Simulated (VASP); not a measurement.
# H7C16 in VASP: notebook, part 2 of 2

VASP 6.6.1.

## (3) Single point, LDA

The input, INCAR:

```
SYSTEM = H7C16
PREC = Accurate
ENCUT = 520
EDIFF = 1E-7
ISMEAR = -1
SIGMA = 0.02
LREAL = Auto
LASPH = .TRUE.
NELM = 80
ALGO = Normal
ISIF = 2
LWAVE = .FALSE.
LCHARG = .FALSE.
GGA = CA
NBANDS = 52
```

The input, KPOINTS:

```
Automatic mesh
0
G
  3 3 1
  0 0 0
```

The input, POSCAR:

```
H7C16
1.0
    5.0487420000      0.0000000000      0.0000000000
    2.5243710000      4.3723390000      0.0000000000
    0.0000000000      0.0000000000     16.7764260000
H C
7 16
Direct
    0.1666721879      0.1666613682      0.0596074516
    0.6666779319      0.1666613682      0.0596074516
    0.1666715721      0.6666683439      0.0596074516
    0.6666575092      0.6666683439      0.0596074516
    0.4629568681      0.0515970971      0.3390293022
   -0.0121920463      0.5295792481      0.3385941678
    0.4865719315      0.5317062561      0.3522263920
    0.1666721879      0.1666613682      0.1251756483
    0.6666779319      0.1666613682      0.1251756483
    0.1666715721      0.6666683439      0.1251756483
    0.6666575092      0.6666683439      0.1251756483
   -0.1666613682      0.3333227364      0.1558913680
    0.3333443758      0.3333227364      0.1558913680
   -0.1666619840      0.8333297121      0.1558913680
    0.3333437600      0.8333297121      0.1558913680
   -0.1788076852      0.3480288239      0.2493856558
    0.3235456692      0.3487606976      0.2467450457
   -0.1829476829      0.8535019814      0.2512156046
    0.3217411588      0.8424323914      0.2494929492
   -0.0128578417      0.0188228772      0.2678997303
    0.4852395482      0.0168559666      0.2768170050
   -0.0126534391      0.5185782713      0.2752612505
    0.4860691061      0.5276809506      0.2793920469
```

Potentials or basis: VASP PAW LDA potentials, release 64 (H, C).

Launch:

```
$ cat potpaw_LDA.64/H/POTCAR potpaw_LDA.64/C/POTCAR > POTCAR
$ mpirun -np 1 vasp_std > vasp.out
```

OUTCAR:

```text
SYSTEM = H7C16
   PREC = Accurate
   ENCUT = 520
   EDIFF = 1E-7
   ISMEAR = -1
   LREAL = Auto
   LASPH = .TRUE.
   NELM = 80
   ISIF = 2
   GGA = CA

 ion  position               nearest neighbor table
   1  0.167  0.167  0.060-   8 1.10
   2  0.667  0.167  0.060-   9 1.10
   3  0.167  0.667  0.060-  10 1.10
   4  0.667  0.667  0.060-  11 1.10
   5  0.463  0.052  0.339-  21 1.05
   6  0.988  0.530  0.339-  22 1.06
   7  0.487  0.532  0.352-  23 1.22
[... 486 lines left out ...]
  -------------------------------------------------------------------------------------
  Total       -8.2576436     -6.1967592     -0.5769183      0.0157711     -7.0527914      0.4008275
  in kB      -35.7248380    -26.8088849     -2.4959072      0.0682300    -30.5123159      1.7340902
  external PRESSURE =     -21.6765434 kB  Pullay stress =       0.0000000 kB

 VOLUME and BASIS-vectors are now :
 -----------------------------------------------------------------------------
  energy-cutoff  :      520.00
  volume of cell :      370.34
      direct lattice vectors                 reciprocal lattice vectors
     5.048742000  0.000000000  0.000000000     0.198069143 -0.114355268  0.000000000
     2.524371000  4.372339000  0.000000000     0.000000000  0.228710537  0.000000000
     0.000000000  0.000000000 16.776426000     0.000000000  0.000000000  0.059607452

 POSITION                                       TOTAL-FORCE (eV/Angst)
 -----------------------------------------------------------------------------------
      1.26220      0.72870      1.00000        -0.014230      0.036973     -0.313402
      3.78660      0.72870      1.00000        -0.000922      0.048541     -0.359732
      2.52440      2.91490      1.00000        -0.034176      0.068528     -0.355742
      5.04870      2.91490      1.00000         0.003562      0.043370     -0.471272
      2.46760      0.22560      5.68770        -0.019356     -0.430231      2.042302
      6.32404      2.31550      5.68040        -0.017855     -0.416831      1.681833
[... 15 lines left out ...]
      6.29394      2.26740      4.61790         0.401015     -0.537130     -0.653512
      3.78610      2.30720      4.68720        -0.882994     -2.727088      1.325625
 -----------------------------------------------------------------------------------
    total drift:                                0.013367     -0.003597     -0.074963

  FREE ENERGIE OF THE ION-ELECTRON SYSTEM (eV)
  ---------------------------------------------------
  free  energy   TOTEN  =      -184.8017615791 eV

  energy  without entropy=     -184.7841401284  energy(sigma->0) =     -184.79295085
```

OSZICAR:

```text
N       E                     dE             d eps       ncg     rms          rms(c)
DAV:   1     0.488835956398E+03    0.48884E+03   -0.30836E+04   520   0.113E+03
DAV:   2    -0.132520314647E+03   -0.62136E+03   -0.59387E+03   744   0.276E+02
DAV:   3    -0.194780457733E+03   -0.62260E+02   -0.61812E+02   632   0.898E+01
[... 16 lines left out ...]
DAV:  20    -0.184801757823E+03   -0.70501E-05   -0.42517E-07   504   0.151E-03    0.374E-04
DAV:  21    -0.184801760919E+03   -0.30953E-05   -0.21017E-07   432   0.849E-04    0.143E-04
DAV:  22    -0.184801761400E+03   -0.48184E-06   -0.28270E-08   480   0.399E-04    0.699E-05
DAV:  23    -0.184801761558E+03   -0.15733E-06   -0.15299E-08   424   0.276E-04    0.411E-05
DAV:  24    -0.184801761579E+03   -0.21328E-07   -0.21384E-09   496   0.170E-04
   1 F= -.18480176E+03 E0= -.18479295E+03  d E =-.176215E-01
```

Run time: 6.1 min. Hardware: 1 thread of Intel Xeon 8259CL, shared host; peak memory 0.37 GiB.

Results:

- Free energy: -184.8018 eV
- Largest force: 3.158 eV/Å
- Band gap on the k mesh: zero (an odd number of electrons rules out a gap without spin polarisation)

Forces on the atoms (eV/Å):
```
H   -0.014  0.037 -0.313
H   -0.001  0.049 -0.360
H   -0.034  0.069 -0.356
H    0.004  0.043 -0.471
H   -0.019 -0.430  2.042
H   -0.018 -0.417  1.682
H   -0.131 -0.225 -2.409
C   -0.003 -0.017  1.918
C   -0.004 -0.038  1.595
C   -0.034  0.049  1.711
C    0.023  0.059  1.614
C   -0.391  0.636 -1.405
C    0.203  0.657 -1.188
C   -0.371  0.665 -1.185
C   -0.025  0.021 -1.301
C    0.499  0.377  0.009
C   -0.028  0.273  0.613
C    0.848 -0.523 -1.583
C    0.486  2.046 -0.614
C   -0.444 -0.733  0.825
C   -0.062  0.668 -1.496
C    0.401 -0.537 -0.654
C   -0.883 -2.727  1.326
```

Levels at points of the mesh, in eV from the Fermi level:
| k point | band 34 | band 35 | band 36 | band 37 | band 38 | band 39 |
| --- | --- | --- | --- | --- | --- | --- |
| (0.00, 0.00, 0.00) | -1.35 | -1.18 | -0.25 | 2.02 | 2.76 | 4.06 |

Caveat: the k points lie up to 0.48 Å⁻¹ apart, too coarse for converged energies and pressures of a metal; there is no dipole correction, which matters where the two faces differ.

## (4) Single point, LDA

The input, INCAR:

```
SYSTEM = H7C16
  ALGO = Normal
  EDIFF = 1E-6
  ENCUT = 520
  GGA = CA
  ISIF = 2
  ISMEAR = -1
  LASPH = .True.
  LCHARG = .False.
  LREAL = Auto
  LWAVE = .False.
  NBANDS = 52
  NELM = 60
  PREC = Accurate
  SIGMA = 0.02
```

The input, KPOINTS:

```
k-points
0
Gamma
  3 3 1
  0 0 0
```

The input, POSCAR:

```
H7C16
1.0
    5.0487420000      0.0000000000      0.0000000000
    2.5243710000      4.3723390000      0.0000000000
    0.0000000000      0.0000000000     16.7764260000
H C
7 16
Direct
    0.1666721879      0.1666613682      0.0596074516
    0.6666779319      0.1666613682      0.0596074516
    0.1666715721      0.6666683439      0.0596074516
    0.6666575092      0.6666683439      0.0596074516
    0.4860871439     -0.0132423401      0.3423017513
   -0.0325084804      0.4777534404      0.3406327426
    0.4802400276      0.4940605017      0.3472968557
    0.1666721879      0.1666613682      0.1251756483
    0.6666779319      0.1666613682      0.1251756483
    0.1666715721      0.6666683439      0.1251756483
    0.6666575092      0.6666683439      0.1251756483
   -0.1666613682      0.3333227364      0.1558913680
    0.3333443758      0.3333227364      0.1558913680
   -0.1666619840      0.8333297121      0.1558913680
    0.3333437600      0.8333297121      0.1558913680
   -0.1883949506      0.3520312583      0.2456899938
    0.3095498922      0.3505675109      0.2475080211
   -0.1784718191      0.8569097684      0.2507804702
    0.3166408117      0.8487905444      0.2495346744
   -0.0173463587      0.0228481826      0.2703436358
    0.4739792939      0.0292749487      0.2783250735
   -0.0213719698      0.5115339867      0.2774250010
    0.4802441916      0.4910415226      0.2758394428
```

Potentials or basis: VASP PAW LDA potentials, release 64 (H, C).

Launch:

```
$ cat potpaw_LDA.64/H/POTCAR potpaw_LDA.64/C/POTCAR > POTCAR
$ mpirun -np 1 vasp_std > vasp.out
```

OUTCAR:

```text
SYSTEM = H7C16
   EDIFF = 1E-6
   ENCUT = 520
   GGA = CA
   ISIF = 2
   ISMEAR = -1
   LASPH = .True.
   LREAL = Auto
   NELM = 60
   PREC = Accurate

 ion  position               nearest neighbor table
   1  0.167  0.167  0.060-   8 1.10
   2  0.667  0.167  0.060-   9 1.10
   3  0.167  0.667  0.060-  10 1.10
   4  0.667  0.667  0.060-  11 1.10
   5  0.486  0.987  0.342-  21 1.09
   6  0.967  0.478  0.341-  22 1.08
   7  0.480  0.494  0.347-  23 1.20
   8  0.167  0.167  0.125-   1 1.10  15 1.55  12 1.55  13 1.55
   9  0.667  0.167  0.125-   2 1.10  12 1.55  14 1.55  13 1.55
  10  0.167  0.667  0.125-   3 1.10  14 1.55  15 1.55  13 1.55
  11  0.667  0.667  0.125-   4 1.10  15 1.55  14 1.55  12 1.55
  12  0.833  0.333  0.156-  16 1.51   9 1.55   8 1.55  11 1.55
  13  0.333  0.333  0.156-  17 1.54   9 1.55   8 1.55  10 1.55
  14  0.833  0.833  0.156-   9 1.55  10 1.55  11 1.55  18 1.60
  15  0.333  0.833  0.156-  11 1.55   8 1.55  10 1.55  19 1.57
  16  0.812  0.352  0.246-  20 1.50  12 1.51  22 1.52  23 1.54
  17  0.310  0.351  0.248-  23 1.44  21 1.50  22 1.53  13 1.54
  18  0.822  0.857  0.251-  20 1.47  22 1.58  21 1.59  14 1.60
  19  0.317  0.849  0.250-  20 1.50  21 1.56  15 1.57  23 1.63
  20  0.983  0.023  0.270-  18 1.47  16 1.50  19 1.50
  21  0.474  0.029  0.278-   5 1.09  17 1.50  19 1.56  18 1.59
  22  0.979  0.512  0.277-   6 1.08  16 1.52  17 1.53  18 1.58
  23  0.480  0.491  0.276-   7 1.20  17 1.44  16 1.54  19 1.63

  LATTYP: Found a hexagonal cell.
 ALAT       =     5.0487421480
 C/A-ratio  =     3.3228922192

  Lattice vectors:

 A1 = (  -2.5243710000,  -4.3723390000,   0.0000000000)
 A2 = (   5.0487420000,   0.0000000000,   0.0000000000)
 A3 = (   0.0000000000,   0.0000000000,  16.7764260000)

Analysis of symmetry for initial positions (statically):
=====================================================================
 Subroutine PRICEL returns:
 Original cell was already a primitive cell.

 Routine SETGRP: Setting up the symmetry group for a
 hexagonal supercell.

 Subroutine GETGRP returns: Found  1 space group operations
 (whereof  1 operations were pure point group operations)
 out of a pool of 24 trial point group operations.

The static configuration has the point symmetry C_1 .

Analysis of symmetry for dynamics (positions and initial velocities):
=====================================================================
 Subroutine PRICEL returns:
 Original cell was already a primitive cell.

 Routine SETGRP: Setting up the symmetry group for a
 hexagonal supercell.

 Subroutine GETGRP returns: Found  1 space group operations
 (whereof  1 operations were pure point group operations)
 out of a pool of 24 trial point group operations.

The dynamic configuration has the point symmetry C_1 .

 Subroutine INISYM returns: Found  1 space group operations
 (whereof  1 operations are pure point group operations),
 and found     1 'primitive' translations

----------------------------------------------------------------------------------------

                                     Primitive cell

  volume of cell :     370.3364

  direct lattice vectors                    reciprocal lattice vectors
[... 86 lines left out ...]
  0.000000  0.000000  0.000000      1.000000
  0.333333  0.000000  0.000000      2.000000
  0.333333  0.333333  0.000000      2.000000
  0.000000  0.333333  0.000000      2.000000
 -0.333333  0.333333  0.000000      2.000000
   k-points           NKPTS =      5   k-points in BZ     NKDIM =      5   number of bands    NBANDS=     52
   number of dos      NEDOS =    301   number of ions     NIONS =     23
   total plane-waves  NPLWV = 201600
   dimension x,y,z NGX =    40 NGY =   40 NGZ =  126
   dimension x,y,z NGXF=    80 NGYF=   80 NGZF=  252
   ions per type =               7  16
   NGX,Y,Z   is equivalent  to a cutoff of  13.17, 13.17, 12.49 a.u.
   NGXF,Y,Z  is equivalent  to a cutoff of  26.34, 26.34, 24.97 a.u.
 SYSTEM =  H7C16
   PREC   = accura    normal or accurate (medium, high low for compatibility)
   ISTART =      0    job   : 0-new  1-cont  2-samecut
   ICHARG =      2    charge: 1-file 2-atom 10-const
   ISPIN  =      1    spin polarized calculation?
   LNONCOLLINEAR =      F non collinear calculations
   LSORBIT =      F    spin-orbit coupling
   LASPH  =      T    aspherical Exc in radial PAW
   ENCUT  =  520.0 eV  38.22 Ry    6.18 a.u.   9.39  9.39 31.19*2*pi/ulx,y,z
   NELM   =     60;   NELMIN=  2; NELMDL= -5     # of ELM steps
   EDIFF  = 0.1E-05   stopping-criterion for ELM
   LREAL  =      T    real-space projection
   EDIFFG = 0.1E-04   stopping-criterion for IOM
   NSW    =      0    number of steps for IOM
   IBRION =     -1    ionic relax: 0-MD 1-quasi-New 2-CG
   NFREE  =      0    steps in history (QN), initial steepest desc. (CG)
   ISIF   =      2    stress and relaxation
   ISYM   =      2    0-nonsym 1-usesym 2-fastsym
   POTIM  = 0.5000    time-step for ionic-motion
   TEBEG  =    0.0;   TEEND  =   0.0 temperature during run
   PSTRESS=    0.0 pullay stress
   NELECT =      71.0000    total number of electrons
   NUPDOWN=      -1.0000    fix difference up-down
   EMIN   =  10.00;   EMAX   =-10.00  energy-range for DOS
   EFERMI =   0.00;   METHOD = LEGACY
   ISMEAR =    -1;   SIGMA  =   0.02  broadening in eV -4-tet -1-fermi 0-gaus
   EFERMI_NEDOS =   21; number of points for ismear=-14 and -15
   IALGO  =     38    algorithm
   IMIX   =      4    mixing-type and parameters
     AMIX     =   0.40;   BMIX     =  1.00
     AMIX_MAG =   1.60;   BMIX_MAG =  1.00
  volume/ion in A,a.u.               =      16.10       108.66
  Fermi-wavevector in a.u.,A,eV,Ry     =   0.943979  1.783861 12.124091  0.891096
  Thomas-Fermi vector in A             =   2.071739
   LORBIT       =      0    0 simple, 1 ext, 2 COOP (PROOUT), +10 PAW based schemes
   GGA     = CA    functional components
   LHFCALC =     F    Hartree Fock is set to
   AEXX    =    0.0000 exact exchange contribution
   IVDW    =     0    specifies the selected vdW correction
   LEPSILON=     F    determine dielectric tensor
   LRPA    =     F    only Hartree local field effects (RPA)
 non-spin polarized calculation
  energy-cutoff  :      520.00
  volume of cell :      370.34
 maximum number of plane-waves:      9984
 NGX is ok and might be reduce to    40
   NGX = 19   NGY = 19   NGZ = 63

 number of electron      71.0000001 magnetization

 Free energy of the ion-electron system (eV)
  ---------------------------------------------------
  ext. energy  EPLUGINS =         0.00000000
  ---------------------------------------------------
  free energy    TOTEN  =      -184.52327638 eV

  energy without entropy =     -184.50710152  energy(sigma->0) =     -184.51518895

 E-fermi :   0.0686     XC(G=0):  -5.0095

 val. band max:        0.0577287854   @ k =   0.0000   0.3333   0.0000
 cond. band min:       0.0822730654   @ k =   0.3333   0.3333   0.0000
 fundamental gap:      0.0245442800
 Fermi energy:         0.0685596025

 k-point     1 :       0.0000    0.0000    0.0000
  band No.  band energies     occupation
      1     -20.5811      2.00000
      2     -17.7783      2.00000
      3     -15.6157      2.00000
      4     -15.2659      2.00000
      5     -15.0611      2.00000
      6     -14.3059      2.00000
[... 239 lines left out ...]
     46       6.4562      0.00000
     47       6.7450      0.00000
 [bands above 47 left out]

------------------------ aborting loop because EDIFF is reached ----------------------------------------

  FORCE on cell =-STRESS in cart. coord.  units (eV):
  Direction    XX          YY          ZZ          XY          YZ          ZX
  --------------------------------------------------------------------------------------
  -------------------------------------------------------------------------------------
  Total       -6.9134990     -7.2249780     -1.6189721      1.0525541     -1.4336759      5.6685238
  in kB      -29.9096987    -31.2572425     -7.0041187      4.5536385     -6.2024764     24.5235936
  external PRESSURE =     -22.7236866 kB  Pullay stress =       0.0000000 kB

 VOLUME and BASIS-vectors are now :
 -----------------------------------------------------------------------------
  energy-cutoff  :      520.00
  volume of cell :      370.34
      direct lattice vectors                 reciprocal lattice vectors
     5.048742000  0.000000000  0.000000000     0.198069143 -0.114355268  0.000000000
     2.524371000  4.372339000  0.000000000     0.000000000  0.228710537  0.000000000
     0.000000000  0.000000000 16.776426000     0.000000000  0.000000000  0.059607452

 POSITION                                       TOTAL-FORCE (eV/Angst)
 -----------------------------------------------------------------------------------
      1.26220      0.72870      1.00000        -0.044270      0.043337     -0.341997
      3.78660      0.72870      1.00000        -0.064517      0.051665     -0.335131
      2.52440      2.91490      1.00000        -0.028722      0.032696     -0.356827
      5.04870      2.91490      1.00000        -0.005392      0.065551     -0.449536
      4.94507      4.31444      5.74260         0.208264      0.810881      0.751415
      6.09064      2.08890      5.71460         0.548047      0.344513      1.102715
[... 15 lines left out ...]
      6.23214      2.23660      4.65420         0.125226      1.283584     -1.236778
      3.66420      2.14700      4.62760         2.723360      4.174030      2.298580
 -----------------------------------------------------------------------------------
    total drift:                               -0.010904      0.001622     -0.080346

  FREE ENERGIE OF THE ION-ELECTRON SYSTEM (eV)
  ---------------------------------------------------
  free  energy   TOTEN  =      -184.5232763830 eV

  energy  without entropy=     -184.5071015250  energy(sigma->0) =     -184.51518895
```

It took 5.9 min on 1 thread of Intel Xeon 8259CL, shared host; peak memory 0.37 GiB.

Results:

```yaml
Free_energy: -184.5233 eV
Largest_force: 5.488 eV/Å
Band_gap_on_the_k_mesh: zero (an odd number of electrons rules out a gap without spin polarisation)
```

Forces on the atoms (eV/Å):
```
H   -0.044  0.043 -0.342
H   -0.065  0.052 -0.335
H   -0.029  0.033 -0.357
H   -0.005  0.066 -0.450
H    0.208  0.811  0.751
H    0.548  0.345  1.103
H    0.123 -0.157 -1.963
C    0.035 -0.020  1.602
C   -0.019 -0.041  1.645
C    0.003  0.074  1.746
C   -0.019  0.105  1.632
C   -0.460  0.559 -2.144
C   -0.700  0.391 -1.210
C   -0.122  0.513 -0.989
C   -0.177  0.345 -1.102
C   -0.098 -1.486  1.089
C   -0.836 -1.411  0.047
C   -1.506 -0.972  0.022
C   -0.398 -0.652 -0.164
C    0.474 -0.977 -0.578
C    0.238 -3.078 -1.067
C    0.125  1.284 -1.237
C    2.723  4.174  2.299
```

Levels at points of the mesh, in eV from the Fermi level:
```
           k point  band 34  band 35  band 36  band 37  band 38  band 39
(0.00, 0.00, 0.00)    -1.23    -0.88    -0.25     2.18     2.90     4.18
```

Caveat: the k points lie up to 0.48 Å⁻¹ apart, too coarse for converged energies and pressures of a metal; there is no dipole correction, which matters where the two faces differ.

## (5) The runs side by side

```tsv
cell	gap on the mesh (eV)	largest force (eV/Å)
as given, atomic positions A	none	2.87
as given, atomic positions B	none	3.16
as given, atomic positions C	none	5.49
```

Alike in all rows: task single point; level LDA; potentials or basis VASP PAW LDA potentials, release 64 (H, C); no spin polarisation; k mesh 3 × 3 × 1; cutoff (eV) 520; smearing fermi-dirac 0.02 eV.

Caveats: all runs use coarse meshes; there is no dipole correction, which matters where the two faces differ.

Total energies depend on the potentials used, so only differences within one code and one set of settings carry meaning.

The gap in the log of VASP goes by the Fermi energy; the results here count the filled bands.